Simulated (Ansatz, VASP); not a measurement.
One calculation of Sn2Ge3, two programs

```
Sn Ge
1.0
     2.02624    1.16985    8.34133
    -2.02624    1.16985    8.34133
     0.00000   -2.33970    8.34133
Sn Ge
2 3
Direct
  0.60092 0.60092 0.60092
  0.39908 0.39908 0.39908
  0.18970 0.18970 0.18970
  0.81030 0.81030 0.81030
  0.00000 0.00000 0.00000
```

Alike in both runs: functional PBE; k mesh 12 × 12 × 12; occupations gaussian, width 0.1 eV; no spin polarisation.

Ansatz relaxed the structure, and its values are those at the end. VASP's run is a single point on that final structure, the one shown.

```csv
,VASP,Ansatz
version,VASP 6.6.1,Ansatz 0.2.0
potentials or method,"VASP PAW PBE potentials, release 64 (Sn_d, Ge_d), cutoff 520 eV","scalar-relativistic, plane waves, PAW"
valence electrons in the cell,70,70
```

```csv
,VASP,Ansatz,Ansatz less VASP
gap on the k mesh at the Fermi level (eV),none,none,-
pressure (GPa),0.0,0.0,0.00
```

A gap of «none» marks a metal or a gap that the smearing closes.
